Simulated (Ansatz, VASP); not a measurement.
Mo: VASP beside Ansatz

INCAR

```
SYSTEM = Mo
ALGO     = Fast           ! electronic algorithm
EDIFF    = 1E-6           ! SCF threshold, eV
ENCUT    = 520            ! plane-wave cutoff, eV
GGA      = PS             ! functional
ISIF     = 2              ! what is computed and relaxed
ISMEAR   = 0              ! smearing method
LASPH    = .True.         ! aspherical terms in the spheres
LCHARG   = .False.        ! write CHGCAR
LREAL    = .False.        ! projectors in reciprocal space
LWAVE    = .False.        ! write WAVECAR
NBANDS   = 13             ! bands
NELM     = 60             ! most SCF steps
PREC     = Accurate       ! precision mode
SIGMA    = 0.15           ! smearing width, eV
```

File KPOINTS:

```
k-points
0
Gamma
  22 22 22
  0 0 0
```

The input POSCAR:

```
Mo
1.0
   -1.6966800000      1.6966800000      1.6338400000
    1.6966800000     -1.6966800000      1.6338400000
    1.6966800000      1.6966800000     -1.6338400000
Mo
1
Direct
    0.0000000000      0.0000000000      0.0000000000
```

Input for Ansatz:

```yaml
crystal:
  lattice:
    - [-1.69668, 1.69668, 1.63384]
    - [1.69668, -1.69668, 1.63384]
    - [1.69668, 1.69668, -1.63384]
  atoms:
    - { symbol: Mo, position: [0.0, 0.0, 0.0] }
basis:
  ecutwfc: 420
kpoints:
  mp_grid: { grid: [22, 22, 22] }
hamiltonian:
  xc: pbesol
scf:
  occupations: { method: gaussian, width: 0.15 }
output:
  forces: true
  stress: true
  eigenvalues: true
```

Change from the starting cell: strain +0.080 along x and y, +0.040 along z, atoms carried along.

Alike in both runs: task single point; functional PBEsol; k mesh 22 × 22 × 22; occupations gaussian, width 0.15 eV; no spin polarisation.

|  | VASP | Ansatz |
| --- | --- | --- |
| version | VASP 6.6.1 | Ansatz 0.2.0 |
| potentials or method | VASP PAW PBE potentials, release 64 (Mo_sv), cutoff 520 eV | scalar-relativistic, plane waves, PAW |
| valence electrons in the cell | 14 | 14 |

```tsv
	VASP	Ansatz	Ansatz less VASP
gap on the k mesh at the Fermi level (eV)	none	none	-
pressure (GPa)	-36.5	-36.8	-0.27
traceless stress, the component that is largest in VASP (GPa)	4.98	4.98	+0.001
```

VASP's potentials were made for PBE, not for PBEsol. A gap of «none» marks a metal or a gap that the smearing closes. Both programs put the cell under strong tension, so it lies far from rest at this level.

Noted on VASP's run: the cell as given lies far from equilibrium.
